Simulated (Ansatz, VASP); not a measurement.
# Two plane-wave programs on Si12O23

```
Si O
1.0
    -2.49840    4.32736    5.45760
     4.99680    0.00000    5.45760
     4.99680    8.65471    0.00000
Si O
12 23
Direct
  0.74266 0.25260 0.14441
  0.17786 0.12520 0.18840
  0.59384 0.07110 0.97212
  0.72272 0.26584 0.64040
  0.15963 0.16745 0.65787
  0.58148 0.07353 0.47045
  0.23984 0.79870 0.35020
  0.66633 0.67048 0.40791
  0.09618 0.55647 0.20977
  0.24167 0.76005 0.87026
  0.67785 0.66590 0.90600
  0.09416 0.59631 0.68300
  0.97637 0.18028 0.13585
  0.35755 0.09301 0.04147
  0.12200 0.67553 0.03765
  0.18726 0.31829 0.23125
  0.68981 0.10181 0.08452
  0.96238 0.21618 0.60277
  0.34569 0.08402 0.53299
  0.11148 0.75574 0.52233
  0.15002 0.99719 0.81394
  0.18886 0.36892 0.67167
  0.66322 0.11118 0.58829
  0.47573 0.74310 0.34119
  0.86085 0.59291 0.28740
  0.61959 0.24154 0.31532
  0.63678 0.49161 0.55708
  0.69626 0.85530 0.44596
  0.20930 0.64264 0.27988
  0.47483 0.72020 0.85767
  0.86174 0.61660 0.76842
  0.62986 0.23889 0.81654
  0.68304 0.47755 0.04876
  0.69800 0.85248 0.94664
  0.21788 0.64199 0.76917
```

Alike in both runs: functional PBE; dispersion D3(BJ); k mesh 2 × 2 × 2; occupations fermi-dirac, width 0.02 eV; no spin polarisation.

Ansatz relaxed the structure, and its values are those at the end. VASP's run is a single point on that final structure, the one shown.

|  | VASP | Ansatz |
| --- | --- | --- |
| version | VASP 6.6.1 | Ansatz 0.2.0 |
| potentials or method | VASP PAW PBE potentials, release 64 (Si, O), cutoff 520 eV | scalar-relativistic, plane waves, PAW |
| valence electrons in the cell | 186 | 186 |

|  | VASP | Ansatz | Ansatz less VASP |
| --- | --- | --- | --- |
| gap on the k mesh at the Fermi level (eV) | 5.46 | 5.44 | -0.014 |
| rms of the force components (eV/Å) | 0.012 | 0.006 | -0.0065 |

The k mesh is coarse, so the values compare programs but aren't converged.
